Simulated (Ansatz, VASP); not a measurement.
## One calculation of ZnS, two programs

```
CELL_PARAMETERS angstrom
3.82270 0.00000 0.00000
-1.91135 3.31056 0.00000
0.00000 0.00000 6.44852
ATOMIC_POSITIONS crystal
Zn 0.33333 0.66667 0.00239
Zn 0.66667 0.33333 0.50239
S 0.33333 0.66667 0.37241
S 0.66667 0.33333 0.87241
```

Change from the starting cell: z stretched by +3 %, ions relaxed.

Alike in both runs: functional PBE; k mesh 13 × 13 × 7; occupations fermi-dirac, width 0.02 eV; no spin polarisation.

Ansatz relaxed the structure, and its values are those at the end. VASP's run is a single point on that final structure, the one shown.

|  | VASP | Ansatz |
| --- | --- | --- |
| version | VASP 6.6.1 | Ansatz 0.2.0 |
| potentials or method | VASP PAW PBE potentials, release 64 (Zn, S) | plane-wave PAW, scalar-relativistic |
| plane-wave cutoff (eV) | 520 | 420 |
| valence electrons in the cell | 36 | 36 |

```csv
,VASP,Ansatz,Ansatz less VASP
gap on the k mesh at the Fermi level (eV),1.94,1.94,-0.003
pressure (GPa),-0.6,-0.8,-0.15
rms of the force components (eV/Å),0.003,0.004,+0.0007
```

Ansatz's warnings: stress scf threshold loose.
